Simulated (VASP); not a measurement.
Set up this calculation in VASP 6.6.1, as the native input.

```yaml
Task: single point
Functional: PBE
Dispersion: D3(BJ)
Potentials_or_basis: VASP PAW PBE potentials, release 64 (C)
Cutoff: 600 eV
k_mesh: 15 × 15 × 2
Occupations: gaussian, width 0.03 eV
Spin: no spin polarisation
Dipole_correction: no
Further_INCAR_settings: ALGO = Normal; EDIFF = 1e-06; NBANDS = 36
```

The structure of C lies in POSCAR:

```
C
1.0
   -2.4647935466      0.0000000000      0.0000000000
   -1.2323967733     -2.1345738265      0.0000000000
   -2.4647935466     -1.4230492176     20.8066193286
C
12
Direct
    0.5014634263      0.5014634263      0.2478048605
    0.3903523152      0.3903523152      0.9144715272
   -0.0540921292     -0.0540921292      0.5811381939
    0.6096254626      0.6096254626      0.0855618061
    0.4985143515      0.4985143515      0.7522284728
    0.0540699070      0.0540699070      0.4188951395
    0.3874163025      0.3874163025      0.4188755462
    0.9429718581     -0.0570281419      0.0855422129
   -0.1681392530     -0.1681392530      0.7522088796
    0.0570059197      0.0570059197      0.9144911204
    0.6125614753     -0.3874385247      0.5811577871
    0.1681170308      0.1681170308      0.2478244538
```

The input as run:

INCAR

```
SYSTEM = C
PREC = Accurate
ENCUT = 600
EDIFF = 1E-6
ISMEAR = 0
SIGMA = 0.03
LREAL = .FALSE.
LASPH = .TRUE.
NELM = 120
ALGO = Normal
ISIF = 2
LWAVE = .FALSE.
LCHARG = .FALSE.
GGA = PE
IVDW = 12
NBANDS = 36
GGA_COMPAT = .FALSE.
```

KPOINTS

```
regular mesh
0
G
  15 15 2
  0 0 0
```

Potentials or basis: VASP PAW PBE potentials, release 64 (C).

The run is started by

```bash
$ cat potpaw_PBE.64/C/POTCAR > POTCAR
$ mpirun -np 1 vasp_std > vasp.out
```

Results of the run:

* Pressure: 0.0 GPa
* Largest force: 0.030 eV/Å
* Band gap on the k mesh: zero (filled and empty bands touch)
* Dispersion energy per atom: -0.150 eV

Run time: 6.6 min on 1 thread of AMD EPYC 9R45 96-Core Processor (Zen 5), with other jobs on the host, peak memory 0.49 GiB.
